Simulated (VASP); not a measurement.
Here is a VASP 6.6.1 calculation.

File INCAR:

```
ALGO = Normal
EDIFF = 1E-6
EDIFFG = -0.005
ENCUT = 600
GGA = PS
IBRION = 2
ISIF = 3
ISMEAR = -1
LASPH = True
LCHARG = False
LREAL = False
LWAVE = False
NELM = 80
NSW = 60
PREC = Accurate
PSTRESS = 3.5
SIGMA = 0.08
```

Contents of KPOINTS:

```
k-points
0
Gamma
  7 7 5
```

Contents of POSCAR:

```
Ca
1.0
    5.0600644512      0.0000000000      0.0000000000
   -2.5300322256      4.3821443595      0.0000000000
    0.0000000000      0.0000000000      7.1852915207
Ca
4
Direct
    0.0000000000      0.0000000000      0.0000000000
    0.0000000000      0.0000000000      0.5000000000
    0.3333333333      0.6666666667      0.2500000000
    0.6666666667      0.3333333333      0.7500000000
```

Potentials or basis: VASP PAW PBE potentials, release 64 (Ca_sv).

Launch:

```bash
$ cat potpaw_PBE.64/Ca_sv/POTCAR > POTCAR
$ mpirun -np 1 vasp_std > vasp.out
```

(1) Predict the space group after relaxing (to 0.1 Å).

(2) What does it give for the relaxed cell?

(3) Estimate the relaxed volume.

Answers

(1) P6_3/mmc (No. 194).

(2) a = 3.838 Å, b = 3.838 Å, c = 12.391 Å, α = 90.00°, β = 90.00°, γ = 120.00°.

(3) 39.51 Å³/atom.

Caveat: the cell is relaxed towards a set pressure, so the run minimises the enthalpy, not the energy; a cell axis changed by over 15 % at a fixed basis, so the end point is rough; the PAW data sets were made with another functional, which shifts forces and pressure a little.
